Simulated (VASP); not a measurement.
Here is a VASP 6.6.1 calculation.

Contents of INCAR:

```
SYSTEM = Mg16O16F
PREC = Accurate
ENCUT = 520
EDIFF = 1E-6
ISMEAR = -1
SIGMA = 0.01
LREAL = Auto
LASPH = .True.
NELM = 200
ALGO = Normal
ISIF = 2
LWAVE = .False.
LCHARG = .False.
ISPIN = 2
MAGMOM = 0 0 0 0 0 0 0 0 0 0 0 0 0 0 0 0 0.03 0 0 0 0 0.19 0 0 0 0 0.57 0 0 0 0 0.06 0.18
LORBIT = 11
NUPDOWN = 1.0
GGA = PE
NBANDS = 94
GGA_COMPAT = .False.
ISYM = -1
```

Contents of KPOINTS:

```
explicit points
1
Reciprocal
  0.25000000   0.25000000   0.25000000 1
```

File POSCAR:

```
Mg16O16F
1.0
   -4.2543812300      4.2543812300      4.2543812300
    4.2543812300     -4.2543812300      4.2543812300
    4.2543812300      4.2543812300     -4.2543812300
Mg O F
16 16 1
Direct
    0.0035425833      0.0041081180      0.0068543458
    0.0051307109      0.2508094461      0.7510575163
    0.0057072929      0.5054227357      0.5055050038
    0.0061688172      0.7604407845      0.2631833960
    0.2503199508      0.0057162249      0.7511302648
    0.2509803288      0.2515097830      0.4960882408
    0.2351537030      0.5124913312      0.2399138546
    0.2551145375      0.7557704226      0.0058828767
    0.5046228544      0.0059425798      0.5054763275
    0.5123054052      0.2357794109      0.2400128115
    0.5071723438      0.5077315321      0.0073411381
    0.4975226444      0.7776573892      0.7740166717
    0.7599921881      0.0068849025      0.2634358416
    0.7551429518      0.2556686722      0.0058038992
    0.7770019472      0.4977584014      0.7734223433
    0.7524062436      0.7529051410      0.5035024800
    0.0066670095      0.0071892946      0.5095925548
   -0.0104558096      0.2519800042      0.2510995001
    0.0060415366      0.5043316252      0.0053135812
    0.0165095689      0.7557651339      0.7578009176
    0.2512843683     -0.0099472750      0.2510675330
    0.2440635768      0.2447110270     -0.0172637326
    0.2585018691      0.5079410808      0.7536692945
    0.2564009761      0.7566301246      0.5074555813
    0.5035829852      0.0066049558      0.0051450490
    0.5073030326      0.2590161625      0.7535800923
    0.4068449456      0.4073067049      0.3689510684
    0.5036526781      0.7573492656      0.2570724016
    0.7553204159      0.0171686542      0.7579417137
    0.7561161838      0.2568131394      0.5073300636
    0.7568068835      0.5042696891      0.2570400819
    0.7691129034      0.7699322940      0.0414375183
    0.6289092010      0.6294772037      0.6685274183
```

Potentials or basis: VASP PAW PBE potentials, release 64 (Mg, O, F).

Run with:

```bash
$ cat potpaw_PBE.64/Mg/POTCAR potpaw_PBE.64/O/POTCAR potpaw_PBE.64/F/POTCAR > POTCAR
$ mpirun -np 1 vasp_std > vasp.out
```

(1) Predict the largest force.

(2) Predict the pressure.

Results:

(1) 0.359 eV/Å.

(2) 8.1 GPa.

Caveat: the total moment is fixed, so each spin has its own Fermi level.
